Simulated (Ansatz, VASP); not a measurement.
**One calculation of Tl, two programs**

```
Tl
1.0
     3.40140    0.00000    0.00000
    -1.70070    2.94570    0.00000
     0.00000    0.00000    5.44300
Tl
2
Direct
  0.33333 0.66667 0.25000
  0.66667 0.33333 0.75000
```

Alike in both runs: task single point; functional LDA; k mesh 11 × 11 × 6; occupations fermi-dirac, width 0.2 eV; no spin polarisation.

```csv
,VASP,Ansatz
version,VASP 6.6.1,Ansatz 0.2.0
potentials or method,"VASP PAW LDA potentials, release 64 (Tl_d), cutoff 520 eV","plane waves (420 eV) with PAW, scalar-relativistic"
valence electrons in the cell,26,26
```

VASP gave:

| Item | Value |
| --- | --- |
| pressure (GPa) | 0.2 |
| traceless stress, the component that is largest in VASP (GPa) | -0.04 |

Estimate Ansatz's values.

pressure (GPa): 0.1; traceless stress, the component that is largest in VASP (GPa): -0.07.

Ansatz warns that its potentials were made for another functional, while VASP's fit it. LDA's correlation is that of Perdew and Zunger in VASP and of Perdew and Wang (1992) in Ansatz.

Spin-orbit coupling is off throughout.
